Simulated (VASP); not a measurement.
Set up this calculation in VASP 6.6.1, as the native input.

| Item | Value |
| --- | --- |
| Task | single point |
| Functional | PBEsol |
| Potentials or basis | VASP PAW PBE potentials, release 64 (Zn, Se) |
| Cutoff | 520 eV |
| k mesh | 8 × 8 × 8 |
| Occupations | gaussian, width 0.01 eV |
| Spin | no spin polarisation |
| Dipole correction | no |
| Further INCAR settings | ALGO = Normal; EDIFF = 1e-06; NBANDS = 16 |

The structure of ZnSe lies in POSCAR:

```
ZnSe
1.0
    0.0000000000      2.7777365887      2.7777365887
    2.7777365887      0.0000000000      2.7777365887
    2.7777365887      2.7777365887      0.0000000000
Zn Se
1 1
Direct
    0.0000000000      0.0000000000      0.0000000000
    0.7500000000      0.7500000000      0.7500000000
```

These files were run (other wordings do the same):

INCAR

```
SYSTEM = ZnSe
PREC = Accurate
ENCUT = 520
EDIFF = 1E-6
ISMEAR = 0
SIGMA = 0.01
LREAL = .FALSE.
LASPH = .TRUE.
NELM = 100
ALGO = Normal
ISIF = 2
LWAVE = .FALSE.
LCHARG = .FALSE.
GGA = PS
NBANDS = 16
```

KPOINTS

```
regular mesh
0
G
  8 8 8
  0 0 0
```

Potentials or basis: VASP PAW PBE potentials, release 64 (Zn, Se).

Command:

```console
$ cat potpaw_PBE.64/Zn/POTCAR potpaw_PBE.64/Se/POTCAR > POTCAR
$ mpirun -np 1 vasp_std > vasp.out
```

It gave:

```yaml
Pressure: 3.3 GPa
Band_gap_on_the_k_mesh: 1.41 eV, direct
```

Caveat: the PAW data sets were made with another functional, which shifts forces and pressure a little.

It took 18 s on 1 thread of Intel(R) Xeon(R) Platinum 8259CL CPU @ 2.50GHz (Skylake/Cascade Lake), on a shared host, peak memory 0.17 GiB.
